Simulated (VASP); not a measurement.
# Ir (Fm-3m) in VASP: elastic constants with PBE

Aim: the elastic constants of Ir with PBE.

Program: VASP 6.6.1. These are calculated values, not measurements. Logs are shortened: lines on timing, memory, paths and dates and some standing lists are left out, and cuts for length are marked.

**1. The cell of the first run**

The structure is cubic, space group Fm-3m (No. 225). Conventional cell: a = 3.871 Å, b = 3.871 Å, c = 3.871 Å, α = 90.00°, β = 90.00°, γ = 90.00°. Ir (site symmetry m-3m) has 12 Ir at 2.74 Å within 3.6 Å.

**2. Elastic constants, PBE**

Contents of INCAR:

```
  ALGO = Normal
  EDIFF = 1E-8
  ENCUT = 600
  GGA = PE
  IBRION = 6
  ISIF = 3
  ISMEAR = 1
  LASPH = T
  LCHARG = T
  LREAL = F
  LWAVE = F
  NELM = 60
  NFREE = 2
  NSW = 1
  POTIM = 0.015
  PREC = Accurate
  SIGMA = 0.15
```

Contents of KPOINTS:

```
k-points
0
Gamma
  19 19 19
```

Contents of POSCAR:

```
Ir
1.0
    2.7372211413      0.0000000000      0.0000000000
    1.3686105706      2.3705030441      0.0000000000
    1.3686105706      0.7901676814      2.2349317031
Ir
1
Direct
    0.0000000000      0.0000000000      0.0000000000
```

Potentials or basis: VASP PAW PBE potentials, release 64 (Ir).

The run is started by

```console
$ cat potpaw_PBE.64/Ir/POTCAR > POTCAR
$ mpirun -np 1 vasp_std > vasp.out
```

OUTCAR:

```text
EDIFF = 1E-8
   ENCUT = 600
   GGA = PE
   IBRION = 6
   ISIF = 3
   ISMEAR = 1
   LASPH = T
   LREAL = F
   NELM = 60
   NFREE = 2
   NSW = 1
   POTIM = 0.015
   PREC = Accurate

 ion  position               nearest neighbor table
   1  0.000  0.000  0.000-

  LATTYP: Found a face centered cubic cell.
 ALAT       =     3.8710152612

  Lattice vectors:

 A1 = (   2.7372211413,   0.0000000000,   0.0000000000)
 A2 = (   1.3686105706,   2.3705030441,   0.0000000000)
 A3 = (   1.3686105706,   0.7901676814,   2.2349317031)

Analysis of symmetry for initial positions (statically):
=====================================================================
 Subroutine PRICEL returns:
 Original cell was already a primitive cell.

 Routine SETGRP: Setting up the symmetry group for a
 face centered cubic supercell.

 Subroutine GETGRP returns: Found 48 space group operations
 (whereof 48 operations were pure point group operations)
 out of a pool of 48 trial point group operations.

The static configuration has the point symmetry O_h .

Analysis of symmetry for dynamics (positions and initial velocities):
=====================================================================
 Subroutine PRICEL returns:
 Original cell was already a primitive cell.

 Routine SETGRP: Setting up the symmetry group for a
 face centered cubic supercell.

 Subroutine GETGRP returns: Found 48 space group operations
 (whereof 48 operations were pure point group operations)
 out of a pool of 48 trial point group operations.

The dynamic configuration has the point symmetry O_h .

 Subroutine INISYM returns: Found 48 space group operations
 (whereof 48 operations are pure point group operations),
 and found     1 'primitive' translations

----------------------------------------------------------------------------------------

                                     Primitive cell

  volume of cell :      14.5016

  direct lattice vectors                    reciprocal lattice vectors
     2.737221141  0.000000000  0.000000000     0.365334019 -0.210925694 -0.149146989
     1.368610571  2.370503044  0.000000000     0.000000000  0.421851388 -0.149146989
     1.368610571  0.790167681  2.234931703     0.000000000  0.000000000  0.447440966

  length of vectors
     2.737221141  2.737221141  2.737221141     0.447440966  0.447440966  0.447440966

  position of ions in fractional coordinates (direct lattice)
     0.000000000  0.000000000  0.000000000

  ion indices of the primitive-cell ions
   primitive index   ion index
                 1           1

----------------------------------------------------------------------------------------

 KPOINTS: k-points

Automatic generation of k-mesh.
 Grid dimensions read from file:
 generate k-points for:   19   19   19

 Generating k-lattice:

  Cartesian coordinates                     Fractional coordinates (reciprocal lattice)
     0.019228106 -0.011101352 -0.007849842     0.052631579  0.000000000  0.000000000
     0.000000000  0.022202705 -0.007849842     0.000000000  0.052631579  0.000000000
     0.000000000  0.000000000  0.023549525     0.000000000  0.000000000  0.052631579

  Length of vectors
     0.023549525  0.023549525  0.023549525

  Shift w.r.t. Gamma in fractional coordinates (k-lattice)
     0.000000000  0.000000000  0.000000000

 Subroutine IBZKPT returns following result:
 ===========================================

 Found    220 irreducible k-points:

 Following reciprocal coordinates:
            Coordinates               Weight
  0.000000  0.000000  0.000000      1.000000
  0.052632  0.000000  0.000000      8.000000
  0.105263  0.000000  0.000000      8.000000
  0.157895 -0.000000 -0.000000      8.000000
  0.210526 -0.000000 -0.000000      8.000000
  0.263158 -0.000000 -0.000000      8.000000
[... 16 lines left out ...]
 -0.315789  0.052632  0.000000     24.000000
 -0.263158  0.052632  0.000000     24.000000
 [... further k-points ...]
   k-points           NKPTS =    220   k-points in BZ     NKDIM =    220   number of bands    NBANDS=      8
   number of dos      NEDOS =    301   number of ions     NIONS =      1
   total plane-waves  NPLWV =  13824
   dimension x,y,z NGX =    24 NGY =   24 NGZ =   24
   dimension x,y,z NGXF=    48 NGYF=   48 NGZF=   48
   ions per type =               1
   NGX,Y,Z   is equivalent  to a cutoff of  14.58, 14.58, 14.58 a.u.
   NGXF,Y,Z  is equivalent  to a cutoff of  29.15, 29.15, 29.15 a.u.
 SYSTEM =  unknown system
   PREC   = accura    normal or accurate (medium, high low for compatibility)
[... 16 lines left out ...]
   POTIM  = 0.0150    time-step for ionic-motion
   TEBEG  =    0.0;   TEEND  =   0.0 temperature during run
   PSTRESS=    0.0 pullay stress
   NELECT =       9.0000    total number of electrons
   NUPDOWN=      -1.0000    fix difference up-down
   EMIN   =  10.00;   EMAX   =-10.00  energy-range for DOS
   EFERMI =   0.00;   METHOD = LEGACY
   ISMEAR =     1;   SIGMA  =   0.15  broadening in eV -4-tet -1-fermi 0-gaus
   EFERMI_NEDOS =   21; number of points for ismear=-14 and -15
   IALGO  =     38    algorithm
   IMIX   =      4    mixing-type and parameters
     AMIX     =   0.40;   BMIX     =  1.00
     AMIX_MAG =   1.60;   BMIX_MAG =  1.00
  volume/ion in A,a.u.               =      14.50        97.86
  Fermi-wavevector in a.u.,A,eV,Ry     =   1.396424  2.638860 26.531378  1.950001
  Thomas-Fermi vector in A             =   2.519780
   LORBIT       =      0    0 simple, 1 ext, 2 COOP (PROOUT), +10 PAW based schemes
   GGA     = PE    functional components
   LHFCALC =     F    Hartree Fock is set to
   AEXX    =    0.0000 exact exchange contribution
   IVDW    =     0    specifies the selected vdW correction
   LEPSILON=     F    determine dielectric tensor
   LRPA    =     F    only Hartree local field effects (RPA)
 finite differences with symmetry
 non-spin polarized calculation
 Methfessel and Paxton  Order N= 1 SIGMA  =   0.15
  energy-cutoff  :      600.00
  volume of cell :       14.50
 maximum number of plane-waves:       531
 NGX is ok and might be reduce to    24
   NGX = 11   NGY = 11   NGZ = 11

--------------------------------------- Ionic step        1  -------------------------------------------

 number of electron       9.0000000 magnetization

 Free energy of the ion-electron system (eV)
  ---------------------------------------------------
  ext. energy  EPLUGINS =         0.00000000
  ---------------------------------------------------
  free energy    TOTEN  =        -8.84333151 eV

  energy without entropy =       -8.84165575  energy(sigma->0) =       -8.84277292

------------------------ aborting loop because EDIFF is reached ----------------------------------------

  FORCE on cell =-STRESS in cart. coord.  units (eV):
  Direction    XX          YY          ZZ          XY          YZ          ZX
  --------------------------------------------------------------------------------------
  -------------------------------------------------------------------------------------
  Total        0.0566236      0.0566236      0.0566236     -0.0000000      0.0000000     -0.0000000
  in kB        6.2559547      6.2559547      6.2559547     -0.0000000      0.0000000     -0.0000000
  external PRESSURE =       6.2559547 kB  Pullay stress =       0.0000000 kB
[... 86 lines left out ...]
  FREE ENERGIE OF THE ION-ELECTRON SYSTEM (eV)
  ---------------------------------------------------
  free  energy   TOTEN  =        -8.8354831546 eV

  energy  without entropy=       -8.8338848287  energy(sigma->0) =       -8.83495038

 E-fermi :  10.2200     XC(G=0): -13.9299

 val. band max:       10.2160022193   @ k =  -0.1053   0.2105   0.0526
 cond. band min:      10.2210447374   @ k =  -0.0526   0.3684   0.1053
 fundamental gap:      0.0050425180
 Fermi energy:        10.2199596347

 k-point     1 :       0.0000    0.0000    0.0000
  band No.  band energies     occupation
      1      -0.7762      2.00000
      2       6.3319      2.00000
      3       6.3319      2.00000
      4       6.5682      2.00000
      5       9.0664      2.00000
      6       9.0664      2.00000
      7      24.5798      0.00000
      8      29.9533      0.00000
[... 243 lines left out ...]
 k-point    24 :      -0.2632    0.0526    0.0000
  band No.  band energies     occupation
      1       1.8238      2.00000
      2       5.9467      2.00000
      3       6.6574      2.00000
      4       6.9671      2.00000
      5       9.1685      2.00000
      6       9.9635      2.03627
      7      23.1194      0.00000
      8      26.7143      0.00000

 [... further k-points ...]

[... ionic steps 4 to 12 ...]

--------------------------------------- Ionic step       13  -------------------------------------------

 number of electron       9.0000000 magnetization

------------------------ aborting loop because EDIFF is reached ----------------------------------------
[... 65 lines left out ...]
--------------------------------------- Ionic step       15  -------------------------------------------

 number of electron       9.0000000 magnetization

 Free energy of the ion-electron system (eV)
  ---------------------------------------------------
  ext. energy  EPLUGINS =         0.00000000
  ---------------------------------------------------
  free energy    TOTEN  =        -8.84333155 eV

  energy without entropy =       -8.84165578  energy(sigma->0) =       -8.84277296

 E-fermi :   9.9607     XC(G=0): -13.8403

 val. band max:        9.9593093366   @ k =   0.4737   0.3684  -0.0000
 cond. band min:       9.9696958509   @ k =  -0.1579   0.1579   0.0000
 fundamental gap:      0.0103865143
 Fermi energy:         9.9606750505

 k-point     1 :       0.0000    0.0000    0.0000
  band No.  band energies     occupation
      1      -0.8730      2.00000
      2       6.2423      2.00000
      3       6.2423      2.00000
      4       6.2423      2.00000
      5       8.8277      2.00000
      6       8.8277      2.00000
      7      24.3526      0.00000
      8      29.7929      0.00000
[... 281 lines left out ...]
  FREE ENERGIE OF THE ION-ELECTRON SYSTEM (eV)
  ---------------------------------------------------
  free  energy   TOTEN  =        -8.8433315468 eV

  energy  without entropy=       -8.8416557823  energy(sigma->0) =       -8.84277296

 INTERNAL STRAIN TENSORS FROM STRAINED CELLS
 ============================================

 INTERNAL STRAIN TENSOR FOR ION    1 for displacements in x,y,z  (eV/Angst):
          X           Y           Z          XY          YZ          ZX
  --------------------------------------------------------------------------------
  x     0.00000     0.00000     0.00000     0.00000     0.00000    -0.00000
  y     0.00000    -0.00000     0.00000    -0.00000    -0.00000    -0.00000
  z     0.00000     0.00000     0.00000     0.00000     0.00000     0.00000

 INTERNAL STRAIN TENSORS FROM DISPLACED ATOMS
 ============================================

 INTERNAL STRAIN TENSOR FOR ION    1 for displacements in x,y,z  (eV/Angst):
          X           Y           Z          XY          YZ          ZX
  --------------------------------------------------------------------------------
  x     0.00000     0.00000     0.00000     0.00000     0.00000     0.00000
  y     0.00000     0.00000     0.00000     0.00000     0.00000     0.00000
  z     0.00000     0.00000     0.00000     0.00000     0.00000     0.00000

 Eigenvectors and eigenvalues of the dynamical matrix
 ----------------------------------------------------

   1 f/i=    0.000000 THz     0.000000 2PiTHz    0.000000 cm-1     0.000000 meV
             X         Y         Z           dx          dy          dz
      0.000000  0.000000  0.000000     0.327499    0.909512   -0.255992

   2 f/i=    0.000000 THz     0.000000 2PiTHz    0.000000 cm-1     0.000000 meV
             X         Y         Z           dx          dy          dz
      0.000000  0.000000  0.000000    -0.566104   -0.028039   -0.823857

   3 f/i=    0.000000 THz     0.000000 2PiTHz    0.000000 cm-1     0.000000 meV
             X         Y         Z           dx          dy          dz
      0.000000  0.000000  0.000000    -0.756486    0.414730    0.505696

--------------------------------------------------------------------------------------------------------

 ELASTIC MODULI CONTR FROM IONIC RELAXATION (kBar)
 Direction    XX          YY          ZZ          XY          YZ          ZX
 --------------------------------------------------------------------------------
 XX           0.0000      0.0000      0.0000      0.0000      0.0000      0.0000
 YY           0.0000      0.0000      0.0000      0.0000      0.0000      0.0000
 ZZ           0.0000      0.0000      0.0000      0.0000      0.0000      0.0000
 XY           0.0000      0.0000      0.0000      0.0000      0.0000      0.0000
 YZ           0.0000      0.0000      0.0000      0.0000      0.0000      0.0000
 ZX           0.0000      0.0000      0.0000      0.0000      0.0000      0.0000
 --------------------------------------------------------------------------------

 TOTAL ELASTIC MODULI (kBar)
 Direction    XX          YY          ZZ          XY          YZ          ZX
 --------------------------------------------------------------------------------
 XX        6548.9531   2133.4988   1874.0038     -0.0000    366.9814     -0.0000
 YY        2133.4988   6548.9531   1874.0038     -0.0000   -366.9814     -0.0000
 ZZ        1874.0038   1874.0038   6808.4481     -0.0000      0.0000     -0.0000
 XY          -0.0000     -0.0000     -0.0000   2207.7271     -0.0000    366.9814
 YZ         366.9814   -366.9814      0.0000     -0.0000   1948.2321     -0.0000
 ZX          -0.0000     -0.0000     -0.0000    366.9814     -0.0000   1948.2321
 --------------------------------------------------------------------------------
```

It took 21 min on 1 thread of Intel Xeon Platinum 8488C (Sapphire Rapids), shared host; peak memory 0.99 GiB.

What came out:

```yaml
Voigt_bulk_modulus: 352 GPa
```

Elastic tensor in Voigt notation (GPa, in the Cartesian axes of the cell as first typed):
```
655 213 187  37   0   0
213 655 187 -37   0   0
187 187 681   0   0   0
 37 -37   0 195   0   0
  0   0   0   0 195  37
  0   0   0   0  37 221
```

Clamped-ion elastic tensor (GPa):
```
655 213 187  37   0   0
213 655 187 -37   0   0
187 187 681   0   0   0
 37 -37   0 195   0   0
  0   0   0   0 195  37
  0   0   0   0  37 221
```

Caveat: spin-orbit coupling is left out, which moves the levels of the heavy elements.
